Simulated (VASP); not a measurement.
# Hf2Br (R3m) in VASP: relaxation of cell and atoms with PBE

Aim: the relaxation of cell and atoms of Hf2Br with PBE.

Program: VASP 6.6.1. These are calculated values, not measurements. Logs are shortened: lines on timing, memory, paths and dates and some standing lists are left out, and cuts for length are marked.

### 1 The cell of the first run

It takes space group R3m (No. 160, trigonal). The conventional cell has a = 4.859 Å, b = 4.859 Å, c = 12.128 Å, α = 90.00°, β = 90.00°, γ = 120.00°. Within 3.1 Å of Hf (site symmetry 3m) lie 1 Hf at 2.34 Å and 3 Br at 2.85 Å. Within 3.1 Å of Hf (site symmetry 3m) lie 1 Hf at 2.34 Å and 3 Br at 3.06 Å. Within 3.8 Å of Br (site symmetry 3m) lie 6 Hf at 2.85 to 3.06 Å.

### 2 Relaxation of cell and atoms, PBE

File INCAR:

```
SYSTEM = Hf2Br
  PREC = Accurate
  ENCUT = 600
  EDIFF = 1E-6
  ISMEAR = 0
  SIGMA = 0.2
  LREAL = .FALSE.
  LASPH = .TRUE.
  NELM = 60
  ALGO = Normal
  ISIF = 3
  LWAVE = .FALSE.
  LCHARG = .FALSE.
  GGA = PE
  IBRION = 2
  NSW = 36
  EDIFFG = -0.08
```

File KPOINTS:

```
regular mesh
0
G
  5 5 5
  0 0 0
```

File POSCAR:

```
Hf2Br
1.0
    2.4295461100      1.4026991000      4.0426415200
   -2.4295461100      1.4026991000      4.0426415200
    0.0000000000     -2.8053982000      4.0426415200
Hf Br
2 1
Direct
    0.5775217000      0.5775217000      0.5775217000
    0.7701893200      0.7701893200      0.7701893200
    0.2038393700      0.2038393700      0.2038393700
```

Potentials or basis: VASP PAW PBE potentials, release 64 (Hf_pv, Br).

Started as:

```bash
cat potpaw_PBE.64/Hf_pv/POTCAR potpaw_PBE.64/Br/POTCAR > POTCAR
mpirun -np 1 vasp_std > vasp.out
```

OUTCAR:

```text
SYSTEM = Hf2Br
   PREC = Accurate
   ENCUT = 600
   EDIFF = 1E-6
   ISMEAR = 0
   LREAL = .FALSE.
   LASPH = .TRUE.
   NELM = 60
   ISIF = 3
   GGA = PE
   IBRION = 2
   NSW = 36
   EDIFFG = -0.08

 ion  position               nearest neighbor table
   1  0.578  0.578  0.578-   2 2.34   3 2.85   3 2.85   3 2.85   2 3.28   2 3.28   2 3.28
   2  0.770  0.770  0.770-   1 2.34   3 3.06   3 3.06   3 3.06   1 3.28   1 3.28   1 3.28
   3  0.204  0.204  0.204-   1 2.85   1 2.85   1 2.85   2 3.06   2 3.06   2 3.06

  LATTYP: Found a trigonal (rhomboedric) cell.
 ALAT       =     4.9206919762
 COS(alpha) =     0.5124401586

  Lattice vectors:

 A1 = (   2.4295461100,   1.4026991000,   4.0426415200)
 A2 = (  -2.4295461100,   1.4026991000,   4.0426415200)
 A3 = (   0.0000000000,  -2.8053982000,   4.0426415200)

Analysis of symmetry for initial positions (statically):
=====================================================================
 Subroutine PRICEL returns:
 Original cell was already a primitive cell.

 Routine SETGRP: Setting up the symmetry group for a
 trigonal (rhombohedral) supercell.

 Subroutine GETGRP returns: Found  6 space group operations
 (whereof  6 operations were pure point group operations)
 out of a pool of 12 trial point group operations.

The static configuration has the point symmetry C_3v.

Analysis of symmetry for dynamics (positions and initial velocities):
=====================================================================
 Subroutine PRICEL returns:
 Original cell was already a primitive cell.

 Routine SETGRP: Setting up the symmetry group for a
 trigonal (rhombohedral) supercell.

 Subroutine GETGRP returns: Found  6 space group operations
 (whereof  6 operations were pure point group operations)
 out of a pool of 12 trial point group operations.

The dynamic configuration has the point symmetry C_3v.

 Subroutine INISYM returns: Found  6 space group operations
 (whereof  6 operations are pure point group operations),
 and found     1 'primitive' translations

----------------------------------------------------------------------------------------

                                     Primitive cell

  volume of cell :      82.6620

  direct lattice vectors                    reciprocal lattice vectors
     2.429546110  1.402699100  4.042641520     0.205799757  0.118818545  0.082454339
    -2.429546110  1.402699100  4.042641520    -0.205799757  0.118818545  0.082454339
     0.000000000 -2.805398200  4.042641520     0.000000000 -0.237637091  0.082454339

  length of vectors
     4.920691976  4.920691976  4.920691976     0.251535494  0.251535494  0.251535494

  position of ions in fractional coordinates (direct lattice)
     0.577521700  0.577521700  0.577521700
     0.770189320  0.770189320  0.770189320
     0.203839370  0.203839370  0.203839370

  ion indices of the primitive-cell ions
   primitive index   ion index
                 1           1
                 2           2
                 3           3

----------------------------------------------------------------------------------------

 KPOINTS: regular mesh

Automatic generation of k-mesh.
 Grid dimensions read from file:
 generate k-points for:    5    5    5

 Generating k-lattice:

  Cartesian coordinates                     Fractional coordinates (reciprocal lattice)
     0.041159951  0.023763709  0.016490868     0.200000000  0.000000000 -0.000000000
    -0.041159951  0.023763709  0.016490868     0.000000000  0.200000000 -0.000000000
     0.000000000 -0.047527418  0.016490868    -0.000000000 -0.000000000  0.200000000

  Length of vectors
     0.050307099  0.050307099  0.050307099

  Shift w.r.t. Gamma in fractional coordinates (k-lattice)
     0.000000000  0.000000000  0.000000000

 Subroutine IBZKPT returns following result:
 ===========================================

 Found     19 irreducible k-points:

 Following reciprocal coordinates:
            Coordinates               Weight
  0.000000  0.000000  0.000000      1.000000
  0.200000  0.000000  0.000000      6.000000
  0.400000  0.000000  0.000000      6.000000
  0.200000  0.200000  0.000000      6.000000
  0.400000  0.200000 -0.000000     12.000000
 -0.400000  0.200000 -0.000000     12.000000
[... 11 lines left out ...]
  0.400000  0.400000  0.400000      2.000000
 -0.400000  0.400000  0.400000      6.000000
   k-points           NKPTS =     19   k-points in BZ     NKDIM =     19   number of bands    NBANDS=     17
   number of dos      NEDOS =    301   number of ions     NIONS =      3
   total plane-waves  NPLWV =  64000
   dimension x,y,z NGX =    40 NGY =   40 NGZ =   40
   dimension x,y,z NGXF=    80 NGYF=   80 NGZF=   80
   ions per type =               2   1
   NGX,Y,Z   is equivalent  to a cutoff of  13.51, 13.51, 13.51 a.u.
   NGXF,Y,Z  is equivalent  to a cutoff of  27.03, 27.03, 27.03 a.u.
 SYSTEM =  Hf2Br
   PREC   = accura    normal or accurate (medium, high low for compatibility)
   ISTART =      0    job   : 0-new  1-cont  2-samecut
   ICHARG =      2    charge: 1-file 2-atom 10-const
   ISPIN  =      1    spin polarized calculation?
   LNONCOLLINEAR =      F non collinear calculations
   LSORBIT =      F    spin-orbit coupling
   LASPH  =      T    aspherical Exc in radial PAW
   ENCUT  =  600.0 eV  44.10 Ry    6.64 a.u.   9.83  9.83  9.83*2*pi/ulx,y,z
   NELM   =     60;   NELMIN=  2; NELMDL= -5     # of ELM steps
   EDIFF  = 0.1E-05   stopping-criterion for ELM
   LREAL  =      F    real-space projection
   EDIFFG = -.8E-01   stopping-criterion for IOM
   NSW    =     36    number of steps for IOM
   IBRION =      2    ionic relax: 0-MD 1-quasi-New 2-CG
   NFREE  =      1    steps in history (QN), initial steepest desc. (CG)
   ISIF   =      3    stress and relaxation
   ISYM   =      2    0-nonsym 1-usesym 2-fastsym
   POTIM  = 0.5000    time-step for ionic-motion
   TEBEG  =    0.0;   TEEND  =   0.0 temperature during run
   PSTRESS=    0.0 pullay stress
   NELECT =      27.0000    total number of electrons
   NUPDOWN=      -1.0000    fix difference up-down
   EMIN   =  10.00;   EMAX   =-10.00  energy-range for DOS
   EFERMI =   0.00;   METHOD = LEGACY
   ISMEAR =     0;   SIGMA  =   0.20  broadening in eV -4-tet -1-fermi 0-gaus
   EFERMI_NEDOS =   21; number of points for ismear=-14 and -15
   IALGO  =     38    algorithm
   IMIX   =      4    mixing-type and parameters
     AMIX     =   0.40;   BMIX     =  1.00
     AMIX_MAG =   1.60;   BMIX_MAG =  1.00
  volume/ion in A,a.u.               =      27.55       185.94
  Fermi-wavevector in a.u.,A,eV,Ry     =   1.127442  2.130556 17.294698  1.271124
  Thomas-Fermi vector in A             =   2.264128
   LORBIT       =      0    0 simple, 1 ext, 2 COOP (PROOUT), +10 PAW based schemes
   GGA     = PE    functional components
   LHFCALC =     F    Hartree Fock is set to
   AEXX    =    0.0000 exact exchange contribution
   IVDW    =     0    specifies the selected vdW correction
   LEPSILON=     F    determine dielectric tensor
   LRPA    =     F    only Hartree local field effects (RPA)
 conjugate gradient relaxation of ions
 non-spin polarized calculation
 Gauss-broadening in eV      SIGMA  =   0.20
  energy-cutoff  :      600.00
  volume of cell :       82.66
 maximum number of plane-waves:      2776
   NGX = 19   NGY = 19   NGZ = 19

--------------------------------------- Ionic step        1  -------------------------------------------

 number of electron      27.0000000 magnetization

 Free energy of the ion-electron system (eV)
  ---------------------------------------------------
  ext. energy  EPLUGINS =         0.00000000
  ---------------------------------------------------
  free energy    TOTEN  =       -17.62282728 eV

  energy without entropy =      -17.53921907  energy(sigma->0) =      -17.58102317

------------------------ aborting loop because EDIFF is reached ----------------------------------------

  FORCE on cell =-STRESS in cart. coord.  units (eV):
  Direction    XX          YY          ZZ          XY          YZ          ZX
  --------------------------------------------------------------------------------------
  -------------------------------------------------------------------------------------
  Total       -2.3690767     -2.3690767      8.5500008     -0.0000000      0.0000000      0.0000000
  in kB      -45.9180635    -45.9180635    165.7183457     -0.0000000      0.0000000      0.0000000
  external PRESSURE =      24.6274062 kB  Pullay stress =       0.0000000 kB
[... 92 lines left out ...]
  FREE ENERGIE OF THE ION-ELECTRON SYSTEM (eV)
  ---------------------------------------------------
  free  energy   TOTEN  =       -18.7115508604 eV

  energy  without entropy=      -18.6231110006  energy(sigma->0) =      -18.66733093

 E-fermi :   4.1613     XC(G=0):  -9.8224

 val. band max:        4.1487975513   @ k =   0.4000   0.2000  -0.0000
 cond. band min:       4.2394462950   @ k =  -0.2000   0.4000   0.2000
 fundamental gap:      0.0906487437
 Fermi energy:         4.1613095795

 k-point     1 :       0.0000    0.0000    0.0000
  band No.  band energies     occupation
      1     -27.4949      2.00000
      2     -27.4949      2.00000
      3     -27.4374      2.00000
      4     -27.2957      2.00000
      5     -27.2957      2.00000
      6     -26.8483      2.00000
[... 9 lines left out ...]
     16       5.4275      0.00000
     17       5.7959      0.00000
[... 343 lines left out ...]
      1     -27.5232      2.00000
      2     -27.5125      2.00000
      3     -27.3476      2.00000
      4     -27.2838      2.00000
      5     -27.2620      2.00000
      6     -26.9778      2.00000
[... 9 lines left out ...]
     16       5.4157      0.00000
     17       5.9212      0.00000

[... ionic steps 4 to 15 ...]

--------------------------------------- Ionic step       16  -------------------------------------------

 number of electron      27.0000001 magnetization

------------------------ aborting loop because EDIFF is reached ----------------------------------------

  FORCE on cell =-STRESS in cart. coord.  units (eV):
  Direction    XX          YY          ZZ          XY          YZ          ZX
  --------------------------------------------------------------------------------------
  -------------------------------------------------------------------------------------
  Total        0.3659466      0.3659466      0.0742705      0.0000000      0.0000000      0.0000000
  in kB        7.7851993      7.7851993      1.5800408      0.0000000      0.0000000      0.0000000
  external PRESSURE =       5.7168131 kB  Pullay stress =       0.0000000 kB
[... 59 lines left out ...]
  energy  without entropy=      -19.1554340777  energy(sigma->0) =      -19.17728661

--------------------------------------- Ionic step       18  -------------------------------------------

 number of electron      27.0000001 magnetization

 Free energy of the ion-electron system (eV)
  ---------------------------------------------------
  ext. energy  EPLUGINS =         0.00000000
  ---------------------------------------------------
  free energy    TOTEN  =       -19.20832230 eV

  energy without entropy =      -19.16548382  energy(sigma->0) =      -19.18690306

 E-fermi :   4.6964     XC(G=0): -10.1100

 val. band max:        4.6184123255   @ k =  -0.4000   0.4000   0.0000
 cond. band min:       4.7741497663   @ k =  -0.4000   0.4000   0.2000
 fundamental gap:      0.1557374407
 Fermi energy:         4.6964069265

 k-point     1 :       0.0000    0.0000    0.0000
  band No.  band energies     occupation
      1     -26.9547      2.00000
      2     -26.8647      2.00000
      3     -26.8647      2.00000
      4     -26.8557      2.00000
      5     -26.8557      2.00000
      6     -26.2338      2.00000
[... 9 lines left out ...]
     16       5.7794      0.00000
     17       6.2623      0.00000
[... 388 lines left out ...]
  FREE ENERGIE OF THE ION-ELECTRON SYSTEM (eV)
  ---------------------------------------------------
  free  energy   TOTEN  =       -19.2083222953 eV

  energy  without entropy=      -19.1654838176  energy(sigma->0) =      -19.18690306

 reached required accuracy - stopping structural energy minimisation
```

It took 10 min on 1 thread of AMD EPYC 7R13 (Zen 3), shared host; peak memory 0.23 GiB.

Results:

```yaml
Free_energy: -19.2083 eV
Relaxed_volume: 25.54 Å³/atom
Relaxed_cell: a = 5.704 Å, b = 5.704 Å, c = 5.704 Å, α = 42.48°, β = 42.48°, γ = 42.48°
Space_group_after_relaxing_to_0.05_Å: R-3m (No. 166)
Energy_gained_by_relaxing: 528.5 meV/atom
Ionic_steps: 18
Pressure_after_relaxing: 0.0 GPa
Largest_force_after_relaxing: 0.045 eV/Å
```

Forces on the atoms (eV/Å):
```
Hf   0.000  0.000 -0.039
Hf   0.000  0.000  0.045
Br   0.000  0.000 -0.006
```

Stress tensor (GPa, compression positive):
```
-0.15  0.00  0.00
 0.00 -0.15  0.00
 0.00  0.00  0.35
```

Step by step:
```
step  energy change (eV)  largest force (eV/Å)  pressure (GPa)  volume (Å³)
   1              0.0000                4.2860            2.46        82.66
   2             -1.0714                1.0218           -0.68        87.00
   3             -1.0887                0.5660           -1.04        86.43
   4             -1.0889                0.6305           -1.01        86.51
   5             -1.1593                0.7620            0.12        84.43
   6             -1.2242                1.0911            2.58        80.64
   7             -1.2657                0.9823            2.01        80.96
   8             -1.3564                0.7052            0.13        81.86
   9             -1.3972                0.7200           -3.45        83.36
  10             -1.4020                0.7003           -2.46        82.95
  11             -1.4518                0.7080           -2.41        81.50
  12             -1.5550                0.3153           -1.35        77.07
  13             -1.5558                0.3442           -0.93        76.29
  14             -1.5563                0.3188           -1.14        76.66
  15             -1.5679                0.2880            0.04        75.71
  16             -1.5691                0.2995            0.57        75.31
  17             -1.5763                0.2231            0.41        75.64
  18             -1.5855                0.0451            0.02        76.62
```

Final structure:
```
CELL_PARAMETERS angstrom
2.06621 1.19293 5.18076
-2.06621 1.19293 5.18076
0.00000 -2.38585 5.18076
ATOMIC_POSITIONS crystal
Hf 0.59217 0.59217 0.59217
Hf 0.77548 0.77548 0.77548
Br 0.18391 0.18391 0.18391
```

Levels at points of the mesh, in eV from the Fermi level:
| k point | band 10 | band 11 | band 12 | band 13 | band 14 | band 15 | band 16 | band 17 |
| --- | --- | --- | --- | --- | --- | --- | --- | --- |
| (0.00, 0.00, 0.00) | -7.57 | -3.68 | -0.96 | -0.96 | 0.20 | 1.08 | 1.08 | 1.57 |

Caveat: spin-orbit coupling is left out, which moves the levels of the heavy elements; an odd number of electrons without spin polarisation forces a metal; a magnetic or distorted state may lie lower; the relaxation stopped at a loose force limit of 0.08 eV/Å, so its end isn't a converged minimum.
